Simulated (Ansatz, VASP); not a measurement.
**RbCl: VASP beside Ansatz**

```xyz
2
Lattice="0.0000 3.2094 3.2094 3.2094 0.0000 3.2094 3.2094 3.2094 0.0000" Properties=species:S:1:pos:R:3 pbc="T T T"
Rb    0.0000    0.0000    0.0000
Cl    3.2094    3.2094    3.2094
```

Alike in both runs: task single point; functional PBE; k mesh 6 × 6 × 6; occupations gaussian, width 0.02 eV; no spin polarisation.

|  | VASP | Ansatz |
| --- | --- | --- |
| version | VASP 6.6.1 | Ansatz 0.2.0 |
| potentials or method | VASP PAW PBE potentials, release 64 (Rb_sv, Cl), cutoff 500 eV | scalar-relativistic, plane waves, PAW |
| valence electrons in the cell | 16 | 16 |

```tsv
	VASP	Ansatz	Ansatz less VASP
gap on the k mesh at the Fermi level (eV)	5.25	5.25	+0.004
least direct gap on the mesh (eV)	5.25	5.25	+0.004
pressure (GPa)	2.5	2.5	-0.01
```
